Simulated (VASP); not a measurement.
TiPdSe4:

```
Ti Pd Se
1.0
     5.26284    0.00000    0.00000
    -2.63142    4.55775    0.00000
     0.00000    0.00000    6.63341
Ti Pd Se
1 1 4
Direct
  0.00000 0.00000 0.00000
  0.00000 0.00000 0.50000
  0.33333 0.66667 0.00000
  0.66667 0.33333 0.00000
  0.33333 0.66667 0.50000
  0.66667 0.33333 0.50000
```

The cell was built from a structure type or drawn by symmetry, and may not be a known phase.

| Property | Result |
| --- | --- |
| Program | VASP 6.6.1 |
| Task | relaxation of cell and atoms |
| Functional | PBE |
| Potentials or basis | VASP PAW PBE potentials, release 64 (Ti_sv, Pd, Se) |
| Cutoff | 600 eV |
| k mesh | 3 × 3 × 2 |
| Occupations | gaussian, width 0.15 eV |
| Spin | collinear spin |
| Starting moments | [1.0, 0.0, 0.0, 0.0, 0.0, 0.0] μB |

At the start: pressure -12.5 GPa; volume 26.52 Å³/atom.

Problem. How do energy, volume and symmetry change on relaxing?

Solution. Over 8 steps the energy falls by 375.2 meV/atom and the volume is 19.65 Å³/atom (-25.9 %); space group P6/mmm (No. 191, to 0.1 Å) before and after; moment 0.00 μB per cell.

Step by step:
```
step  energy change (eV)  largest force (eV/Å)  pressure (GPa)  volume (Å³)
   1              0.0000                0.0000          -12.51       159.11
   2             -1.8229                0.0000            4.50       116.02
   3             -1.9029                0.0000           -0.14       121.63
   4             -2.2171                0.0000            0.53       117.81
   5             -2.2423                0.0000            0.97       116.89
   6             -2.2451                0.0000            1.20       116.44
   7             -2.2474                0.0000           -0.88       119.04
   8             -2.2510                0.0000           -0.02       117.89
```

Final structure:
```cif
data_structure
_symmetry_space_group_name_H-M 'P 1'
_symmetry_Int_Tables_number 1
_cell_length_a 4.8947
_cell_length_b 4.8947
_cell_length_c 5.6817
_cell_angle_alpha 90.000
_cell_angle_beta 90.000
_cell_angle_gamma 120.000
_cell_volume 117.89
loop_
_atom_site_label
_atom_site_type_symbol
_atom_site_fract_x
_atom_site_fract_y
_atom_site_fract_z
_atom_site_occupancy
Ti1 Ti 0.00000 0.00000 0.00000 1
Pd1 Pd 0.00000 0.00000 0.50000 1
Se1 Se 0.33333 0.66667 0.00000 1
Se2 Se 0.66667 0.33333 0.00000 1
Se3 Se 0.33333 0.66667 0.50000 1
Se4 Se 0.66667 0.33333 0.50000 1
```

Caveat: the k points lie up to 0.55 Å⁻¹ apart in the final cell, too coarse for converged energies and pressures of a metal; the volume moved by over 15 % at a fixed basis, so the end points are rough.
